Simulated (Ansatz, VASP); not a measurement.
# One calculation of MgB2, two programs

```
Mg B
1.0
     3.02202    0.00000    0.00000
    -1.51101    2.61715    0.00000
     0.00000    0.00000    3.45108
Mg B
1 2
Cartesian
  0.0000 0.0000 0.0000
  0.0000 1.7448 1.7255
  1.5110 0.8724 1.7255
```

Change from the starting cell: volume scaled by 0.94.

Alike in both runs: task single point; functional PBE; k mesh 12 × 12 × 9; occupations fermi-dirac, width 0.05 eV; no spin polarisation.

|  | VASP | Ansatz |
| --- | --- | --- |
| version | VASP 6.6.1 | Ansatz 0.2.0 |
| potentials or method | VASP PAW PBE potentials, release 64 (Mg, B), cutoff 520 eV | all-electron LAPW, scalar-relativistic |

```csv
,VASP,Ansatz,Ansatz less VASP
pressure (GPa),9.0,9.2,+0.18
"traceless stress, the component that is largest in VASP (GPa)",-2.58,-2.40,+0.181
```

Ansatz ran all-electron here, and VASP with PAW potentials.
